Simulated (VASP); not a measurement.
# Ir (Fd-3m) in VASP: further runs

Ir is run at these levels: PBEsol; tasks: single point.

Program: VASP 6.6.1. These are calculated values, not measurements. Logs are shortened: lines on timing, memory, paths and dates and some standing lists are left out, and cuts for length are marked.

## 1. The cell of the first run

Symmetry: Fd-3m, No. 227, cubic system. Conventional cell: a = 5.508 Å, b = 5.508 Å, c = 5.508 Å, α = 90.00°, β = 90.00°, γ = 90.00°. Within 3.2 Å of Ir (site symmetry -43m) lie 4 Ir at 2.39 Å.

## 2. Single point, PBEsol

INCAR

```
  PREC = Accurate
  ENCUT = 520
  EDIFF = 1E-7
  ISMEAR = -1
  SIGMA = 0.1
  LREAL = False
  LASPH = True
  NELM = 80
  ALGO = Normal
  ISIF = 2
  LWAVE = False
  LCHARG = False
  GGA = PS
  NBANDS = 16
```

KPOINTS

```
Automatic mesh
0
Gamma
  10 10 10
```

POSCAR

```
Ir
1.0
    0.0000000000      2.7541742068      2.7541742068
    2.7541742068      0.0000000000      2.7541742068
    2.7541742068      2.7541742068      0.0000000000
Ir
2
Direct
    0.1250000000      0.1250000000      0.1250000000
    0.8750000000      0.8750000000      0.8750000000
```

Potentials or basis: VASP PAW PBE potentials, release 64 (Ir).

Started as:

```
$ cat potpaw_PBE.64/Ir/POTCAR > POTCAR
$ mpirun -np 1 vasp_std > vasp.out
```

OUTCAR:

```text
PREC = Accurate
   ENCUT = 520
   EDIFF = 1E-7
   ISMEAR = -1
   LREAL = False
   LASPH = True
   NELM = 80
   ISIF = 2
   GGA = PS

 ion  position               nearest neighbor table
   1  0.125  0.125  0.125-   2 2.39   2 2.39   2 2.39   2 2.39
   2  0.875  0.875  0.875-   1 2.39   1 2.39   1 2.39   1 2.39

  LATTYP: Found a face centered cubic cell.
 ALAT       =     5.5083484136

  Lattice vectors:

 A1 = (   0.0000000000,   2.7541742068,   2.7541742068)
 A2 = (   2.7541742068,   0.0000000000,   2.7541742068)
 A3 = (   2.7541742068,   2.7541742068,   0.0000000000)

Analysis of symmetry for initial positions (statically):
=====================================================================
 Subroutine PRICEL returns:
 Original cell was already a primitive cell.

 Routine SETGRP: Setting up the symmetry group for a
 face centered cubic supercell.

 Subroutine GETGRP returns: Found 48 space group operations
 (whereof 12 operations were pure point group operations)
 out of a pool of 48 trial point group operations.

The static configuration has the point symmetry D_3d.
 The point group associated with its full space group is O_h .

Analysis of symmetry for dynamics (positions and initial velocities):
=====================================================================
 Subroutine PRICEL returns:
 Original cell was already a primitive cell.

 Routine SETGRP: Setting up the symmetry group for a
 face centered cubic supercell.

 Subroutine GETGRP returns: Found 48 space group operations
 (whereof 12 operations were pure point group operations)
 out of a pool of 48 trial point group operations.

The dynamic configuration has the point symmetry D_3d.
 The point group associated with its full space group is O_h .

 Subroutine INISYM returns: Found 48 space group operations
 (whereof 12 operations are pure point group operations),
 and found     1 'primitive' translations

----------------------------------------------------------------------------------------

                                     Primitive cell

  volume of cell :      41.7834

  direct lattice vectors                    reciprocal lattice vectors
     0.000000000  2.754174207  2.754174207    -0.181542619  0.181542619  0.181542619
     2.754174207  0.000000000  2.754174207     0.181542619 -0.181542619  0.181542619
     2.754174207  2.754174207  0.000000000     0.181542619  0.181542619 -0.181542619

  length of vectors
     3.894990516  3.894990516  3.894990516     0.314441041  0.314441041  0.314441041

  position of ions in fractional coordinates (direct lattice)
     0.125000000  0.125000000  0.125000000
     0.875000000  0.875000000  0.875000000

  ion indices of the primitive-cell ions
   primitive index   ion index
                 1           1
                 2           2

----------------------------------------------------------------------------------------

 KPOINTS: Automatic mesh

Automatic generation of k-mesh.
 Grid dimensions read from file:
 generate k-points for:   10   10   10

 Generating k-lattice:

  Cartesian coordinates                     Fractional coordinates (reciprocal lattice)
    -0.018154262  0.018154262  0.018154262     0.100000000  0.000000000  0.000000000
     0.018154262 -0.018154262  0.018154262     0.000000000  0.100000000  0.000000000
     0.018154262  0.018154262 -0.018154262     0.000000000  0.000000000  0.100000000

  Length of vectors
     0.031444104  0.031444104  0.031444104

  Shift w.r.t. Gamma in fractional coordinates (k-lattice)
     0.000000000  0.000000000  0.000000000

 Subroutine IBZKPT returns following result:
 ===========================================

 Found     47 irreducible k-points:

 Following reciprocal coordinates:
            Coordinates               Weight
  0.000000  0.000000  0.000000      1.000000
  0.100000  0.000000  0.000000      8.000000
  0.200000  0.000000  0.000000      8.000000
  0.300000  0.000000  0.000000      8.000000
  0.400000  0.000000  0.000000      8.000000
  0.500000  0.000000  0.000000      4.000000
[... 16 lines left out ...]
  0.300000  0.300000  0.000000      6.000000
  0.400000  0.300000  0.000000     24.000000
 [... further k-points ...]
   k-points           NKPTS =     47   k-points in BZ     NKDIM =     47   number of bands    NBANDS=     16
   number of dos      NEDOS =    301   number of ions     NIONS =      2
   total plane-waves  NPLWV =  27000
   dimension x,y,z NGX =    30 NGY =   30 NGZ =   30
   dimension x,y,z NGXF=    60 NGYF=   60 NGZF=   60
   ions per type =               2
   NGX,Y,Z   is equivalent  to a cutoff of  12.80, 12.80, 12.80 a.u.
   NGXF,Y,Z  is equivalent  to a cutoff of  25.61, 25.61, 25.61 a.u.
 SYSTEM =  unknown system
   PREC   = accura    normal or accurate (medium, high low for compatibility)
   ISTART =      0    job   : 0-new  1-cont  2-samecut
   ICHARG =      2    charge: 1-file 2-atom 10-const
   ISPIN  =      1    spin polarized calculation?
   LNONCOLLINEAR =      F non collinear calculations
   LSORBIT =      F    spin-orbit coupling
   LASPH  =      T    aspherical Exc in radial PAW
   ENCUT  =  520.0 eV  38.22 Ry    6.18 a.u.   7.24  7.24  7.24*2*pi/ulx,y,z
   NELM   =     80;   NELMIN=  2; NELMDL= -5     # of ELM steps
   EDIFF  = 0.1E-06   stopping-criterion for ELM
   LREAL  =      F    real-space projection
   EDIFFG = 0.1E-05   stopping-criterion for IOM
   NSW    =      0    number of steps for IOM
   IBRION =     -1    ionic relax: 0-MD 1-quasi-New 2-CG
   NFREE  =      0    steps in history (QN), initial steepest desc. (CG)
   ISIF   =      2    stress and relaxation
   ISYM   =      2    0-nonsym 1-usesym 2-fastsym
   POTIM  = 0.5000    time-step for ionic-motion
   TEBEG  =    0.0;   TEEND  =   0.0 temperature during run
   PSTRESS=    0.0 pullay stress
   NELECT =      18.0000    total number of electrons
   NUPDOWN=      -1.0000    fix difference up-down
   EMIN   =  10.00;   EMAX   =-10.00  energy-range for DOS
   EFERMI =   0.00;   METHOD = LEGACY
   ISMEAR =    -1;   SIGMA  =   0.10  broadening in eV -4-tet -1-fermi 0-gaus
   EFERMI_NEDOS =   21; number of points for ismear=-14 and -15
   IALGO  =     38    algorithm
   IMIX   =      4    mixing-type and parameters
     AMIX     =   0.40;   BMIX     =  1.00
     AMIX_MAG =   1.60;   BMIX_MAG =  1.00
  volume/ion in A,a.u.               =      20.89       140.98
  Fermi-wavevector in a.u.,A,eV,Ry     =   1.236415  2.336486 20.799526  1.528722
  Thomas-Fermi vector in A             =   2.371024
   LORBIT       =      0    0 simple, 1 ext, 2 COOP (PROOUT), +10 PAW based schemes
   GGA     = PS    functional components
   LHFCALC =     F    Hartree Fock is set to
   AEXX    =    0.0000 exact exchange contribution
   IVDW    =     0    specifies the selected vdW correction
   LEPSILON=     F    determine dielectric tensor
   LRPA    =     F    only Hartree local field effects (RPA)
 non-spin polarized calculation
  energy-cutoff  :      520.00
  volume of cell :       41.78
 maximum number of plane-waves:      1158
 NGX is ok and might be reduce to    30
   NGX = 15   NGY = 15   NGZ = 15

 number of electron      17.9999998 magnetization

 Free energy of the ion-electron system (eV)
  ---------------------------------------------------
  ext. energy  EPLUGINS =         0.00000000
  ---------------------------------------------------
  free energy    TOTEN  =       -17.28357002 eV

  energy without entropy =      -17.21541596  energy(sigma->0) =      -17.24949299

 E-fermi :   5.3928     XC(G=0): -11.4988

 val. band max:        5.2615949635   @ k =  -0.2000   0.2000   0.0000
 cond. band min:       5.3943831548   @ k =  -0.4000   0.3000   0.1000
 fundamental gap:      0.1327881913
 Fermi energy:         5.3927798440

 k-point     1 :       0.0000    0.0000    0.0000
  band No.  band energies     occupation
      1      -2.8644      2.00000
      2       0.1440      2.00000
      3       0.1440      2.00000
      4       0.5728      2.00000
      5       0.5728      2.00000
      6       0.5728      2.00000
[... 8 lines left out ...]
     15      17.9355      0.00000
     16      17.9355      0.00000

 k-point     2 :       0.1000    0.0000    0.0000
  band No.  band energies     occupation
      1      -2.6866      2.00000
      2       0.0255      2.00000
      3       0.0255      2.00000
      4       0.5518      2.00000
      5       0.7567      2.00000
      6       0.7567      2.00000
[... 8 lines left out ...]
     15      17.4659      0.00000
     16      17.5372      0.00000

 k-point     3 :       0.2000    0.0000    0.0000
  band No.  band energies     occupation
      1      -2.1886      2.00000
      2      -0.0782      2.00000
      3      -0.0782      2.00000
      4       0.5012      2.00000
      5       0.9861      2.00000
      6       0.9861      2.00000
[... 8 lines left out ...]
     15      16.3334      0.00000
     16      18.2681      0.00000

 k-point     4 :       0.3000    0.0000    0.0000
  band No.  band energies     occupation
      1      -1.4996      2.00000
      2      -0.0445      2.00000
      3      -0.0445      2.00000
      4       0.4335      2.00000
      5       0.9956      2.00000
      6       0.9956      2.00000
[... 8 lines left out ...]
     15      15.2739      0.00000
     16      18.8751      0.00000
[... 324 lines left out ...]
 k-point    22 :      -0.2000    0.2000    0.0000
  band No.  band energies     occupation
      1      -1.2425      2.00000
      2      -0.3478      2.00000
      3       0.1578      2.00000
      4       0.3413      2.00000
      5       0.7308      2.00000
      6       1.6769      2.00000
[... 8 lines left out ...]
     15      15.9049      0.00000
     16      18.2279      0.00000

 k-point    23 :       0.3000    0.3000    0.0000
  band No.  band energies     occupation
      1      -0.8544      2.00000
      2      -0.7585      2.00000
      3       0.4651      2.00000
      4       0.4651      2.00000
      5       1.1225      2.00000
      6       1.1916      2.00000
[... 8 lines left out ...]
     15      14.9929      0.00000
     16      16.2432      0.00000

 k-point    24 :       0.4000    0.3000    0.0000
  band No.  band energies     occupation
      1      -0.7458      2.00000
      2      -0.2424      2.00000
      3       0.2001      2.00000
      4       0.4060      2.00000
      5       1.0698      2.00000
      6       1.4898      2.00000
[... 8 lines left out ...]
     15      15.3301      0.00000
     16      16.6672      0.00000

 [... further k-points ...]

------------------------ aborting loop because EDIFF is reached ----------------------------------------

  FORCE on cell =-STRESS in cart. coord.  units (eV):
  Direction    XX          YY          ZZ          XY          YZ          ZX
  --------------------------------------------------------------------------------------
  -------------------------------------------------------------------------------------
  Total       -0.0807540     -0.0807540     -0.0807540      0.0000000      0.0000000      0.0000000
  in kB       -3.0964956     -3.0964956     -3.0964956      0.0000000      0.0000000      0.0000000
  external PRESSURE =      -3.0964956 kB  Pullay stress =       0.0000000 kB

 VOLUME and BASIS-vectors are now :
 -----------------------------------------------------------------------------
  energy-cutoff  :      520.00
  volume of cell :       41.78
      direct lattice vectors                 reciprocal lattice vectors
     0.000000000  2.754174207  2.754174207    -0.181542619  0.181542619  0.181542619
     2.754174207  0.000000000  2.754174207     0.181542619 -0.181542619  0.181542619
     2.754174207  2.754174207  0.000000000     0.181542619  0.181542619 -0.181542619

 POSITION                                       TOTAL-FORCE (eV/Angst)
 -----------------------------------------------------------------------------------
      0.68854      0.68854      0.68854        -0.000000     -0.000000     -0.000000
      4.81980      4.81980      4.81980         0.000000      0.000000      0.000000
 -----------------------------------------------------------------------------------
    total drift:                               -0.000000      0.000000      0.000000

  FREE ENERGIE OF THE ION-ELECTRON SYSTEM (eV)
  ---------------------------------------------------
  free  energy   TOTEN  =       -17.2835700228 eV

  energy  without entropy=      -17.2154159603  energy(sigma->0) =      -17.24949299
```

Run time: 17 s. Hardware: 1 thread of AMD EPYC 9R45 (Zen 5), shared host; peak memory 0.15 GiB.

What came out:

```
Free energy            : -17.2836 eV
Pressure               : -0.3 GPa
Band gap on the k mesh : zero (band 9 reaches 6.43 eV, above the bottom of band 10 at 4.74 eV)
```

Caveat: the PAW data sets were made with another functional, which shifts forces and pressure a little; spin-orbit coupling is left out, which moves the levels of the heavy elements.

## 3. Single point, PBEsol (volume scaled by 0.88)

INCAR

```
PREC = Accurate
ENCUT = 520
EDIFF = 1E-6
ISMEAR = -1
SIGMA = 0.1
LREAL = F
LASPH = T
NELM = 60
ALGO = Normal
ISIF = 2
LWAVE = F
LCHARG = F
GGA = PS
NBANDS = 16
```

KPOINTS

```
Automatic mesh
0
Gamma
  11 11 11
```

POSCAR

```
Ir
1.0
    0.0000000000      2.6392809969      2.6392809969
    2.6392809969      0.0000000000      2.6392809969
    2.6392809969      2.6392809969      0.0000000000
Ir
2
Direct
    0.1250000000      0.1250000000      0.1250000000
    0.8750000000      0.8750000000      0.8750000000
```

Potentials or basis: VASP PAW PBE potentials, release 64 (Ir).

Started as:

```
$ cat potpaw_PBE.64/Ir/POTCAR > POTCAR
$ mpirun -np 1 vasp_std > vasp.out
```

OUTCAR:

```text
PREC = Accurate
   ENCUT = 520
   EDIFF = 1E-6
   ISMEAR = -1
   LREAL = F
   LASPH = T
   NELM = 60
   ISIF = 2
   GGA = PS

 ion  position               nearest neighbor table
   1  0.125  0.125  0.125-   2 2.29   2 2.29   2 2.29   2 2.29
   2  0.875  0.875  0.875-   1 2.29   1 2.29   1 2.29   1 2.29

  LATTYP: Found a face centered cubic cell.
 ALAT       =     5.2785619938

  Lattice vectors:

[... 640 lines left out ...]
     16      20.1365      0.00000

 [... further k-points ...]

------------------------ aborting loop because EDIFF is reached ----------------------------------------

  FORCE on cell =-STRESS in cart. coord.  units (eV):
  Direction    XX          YY          ZZ          XY          YZ          ZX
  --------------------------------------------------------------------------------------
  -------------------------------------------------------------------------------------
  Total        7.8566095      7.8566095      7.8566095      0.0000000     -0.0000000     -0.0000000
  in kB      342.3409563    342.3409563    342.3409563      0.0000000     -0.0000000     -0.0000000
  external PRESSURE =     342.3409563 kB  Pullay stress =       0.0000000 kB

 VOLUME and BASIS-vectors are now :
 -----------------------------------------------------------------------------
  energy-cutoff  :      520.00
  volume of cell :       36.77
      direct lattice vectors                 reciprocal lattice vectors
     0.000000000  2.639280997  2.639280997    -0.189445535  0.189445535  0.189445535
     2.639280997  0.000000000  2.639280997     0.189445535 -0.189445535  0.189445535
     2.639280997  2.639280997  0.000000000     0.189445535  0.189445535 -0.189445535

 POSITION                                       TOTAL-FORCE (eV/Angst)
 -----------------------------------------------------------------------------------
      0.65982      0.65982      0.65982        -0.000000     -0.000000     -0.000000
      4.61874      4.61874      4.61874         0.000000      0.000000      0.000000
 -----------------------------------------------------------------------------------
    total drift:                                0.000000     -0.000000     -0.000000

  FREE ENERGIE OF THE ION-ELECTRON SYSTEM (eV)
  ---------------------------------------------------
  free  energy   TOTEN  =       -16.8165617446 eV

  energy  without entropy=      -16.7657217306  energy(sigma->0) =      -16.79114174
```

stdout:

```text
POSCAR found type information on POSCAR Ir
 POSCAR found :  1 types and       2 ions
 scaLAPACK will be used
 -----------------------------------------------------------------------------
|                                                                             |
|                                                                             |
|     You enforced a specific xc type in the INCAR file but a different       |
|     I HOPE YOU KNOW WHAT YOU ARE DOING!                                     |
|                                                                             |
 -----------------------------------------------------------------------------

 LDA part: xc-table for (Slater+PW92), standard interpolation
 POSCAR, INCAR and KPOINTS ok, starting setup
 FFT: planning ... GRIDC
 FFT: planning ... GRID_SOFT
 FFT: planning ... GRID
 WAVECAR not read
 entering main loop
```

Run time: 16 s. Hardware: 1 thread of AMD EPYC 9R45 (Zen 5), shared host; peak memory 0.14 GiB.

What came out:

- Free energy: -16.8166 eV
- Pressure: 34.2 GPa
- Band gap on the k mesh: zero (band 9 reaches 8.38 eV, above the bottom of band 10 at 6.53 eV)

Levels at points of the mesh, in eV from the Fermi level:
| k point | band 7 | band 8 | band 9 | band 10 | band 11 | band 12 |
| --- | --- | --- | --- | --- | --- | --- |
| (0.00, 0.00, 0.00) | -2.12 | -2.12 | -2.12 | 1.19 | 1.19 | 11.35 |

Caveat: the PAW data sets were made with another functional, which shifts forces and pressure a little; spin-orbit coupling is left out, which moves the levels of the heavy elements.
